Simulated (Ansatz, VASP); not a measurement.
## Rh: VASP beside Ansatz

File INCAR:

```
SYSTEM = Rh
  PREC = Accurate
  ENCUT = 520
  EDIFF = 1E-8
  ISMEAR = -1
  SIGMA = 0.08
  LREAL = .False.
  LASPH = .True.
  NELM = 100
  ALGO = Normal
  ISIF = 2
  LWAVE = .False.
  LCHARG = .False.
  GGA = PE
  LEFG = .True.
  NBANDS = 14
```

KPOINTS

```
Automatic mesh
0
Gamma
  16 16 16
  0 0 0
```

File POSCAR:

```
Rh
1.0
   -0.0380310000      1.8825345000      1.8825345000
    1.8825345000     -0.0380310000      1.8825345000
    1.8825345000      1.8825345000     -0.0380310000
Rh
1
Direct
    0.0000000000      0.0000000000      0.0000000000
```

Input for Ansatz:

```yaml
crystal:
  lattice:
    - [-0.038031, 1.8825345, 1.8825345]
    - [1.8825345, -0.038031, 1.8825345]
    - [1.8825345, 1.8825345, -0.038031]
  atoms:
    - { symbol: Rh, position: [0.0, 0.0, 0.0] }
kpoints:
  mp_grid: { grid: [16, 16, 16] }
scf:
  occupations: { method: fermi_dirac, width: 0.08 }
hamiltonian:
  xc: pbe
  pseudopotentials: { kind: all_electron, datasets: crystal }
output:
  forces: true
  stress: true
  eigenvalues: true
  efg: { contact_densities: true }
```

Change from the starting cell: equal xy, yz and zx shear strains of -2 %, crystal datasets.

Alike in both runs: task electric field gradients; functional PBE; k mesh 16 × 16 × 16; occupations fermi-dirac, width 0.08 eV; no spin polarisation.

```csv
,VASP,Ansatz
version,VASP 6.6.1,Ansatz 0.2.0
potentials or method,"VASP PAW PBE potentials, release 64 (Rh_pv), cutoff 520 eV","all-electron PAW with datasets made for the crystal, scalar-relativistic"
```

|  | VASP | Ansatz | Ansatz less VASP |
| --- | --- | --- | --- |
| pressure (GPa) | 6.5 | 6.4 | -0.08 |
| traceless stress, the component that is largest in VASP (GPa) | 4.05 | 4.05 | -0.004 |
| size of Vzz on the site where it differs most (V/Å²) | 3.4 | 0.4 | -2.94 |

Ansatz ran all-electron here, and VASP with PAW potentials.
